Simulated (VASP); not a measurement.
Hf, 2 atoms in the cell. Symmetry: P6_3/mmc, No. 194, hexagonal system. The conventional cell has a = 3.199 Å, b = 3.199 Å, c = 5.051 Å, α = 90.00°, β = 90.00°, γ = 120.00°. Hf (site symmetry -6m2) has 12 Hf at 3.13 to 3.20 Å within 4.1 Å. 

- Program: VASP 6.6.1
- Task: single point
- Functional: r2SCAN
- Potentials or basis: VASP PAW PBE potentials, release 64 (Hf_pv)
- Cutoff: 520 eV
- k mesh: 11 × 11 × 6
- Occupations: fermi-dirac, width 1 eV
- Spin: no spin polarisation
- Dipole correction: no
- Further INCAR settings: ALGO = Normal; EDIFF = 1e-07; NBANDS = 17

Potentials or basis: VASP PAW PBE potentials, release 64 (Hf_pv).

Launch:

```bash
$ cat potpaw_PBE.64/Hf_pv/POTCAR > POTCAR
$ cp INCAR.step1 INCAR
$ mpirun -np 1 vasp_std > vasp.out
$ cp INCAR.step2 INCAR
$ mpirun -np 1 vasp_std > vasp.out
```

Hardware: 1 thread of AMD EPYC 9R45 96-Core Processor (Zen 5), on a shared host.

How long does it take, and how much memory?

Wall time 2.1 min on 1 thread of AMD EPYC 9R45 96-Core Processor (Zen 5) (shared host), peak memory 0.16 GiB. Counts: k points 64.
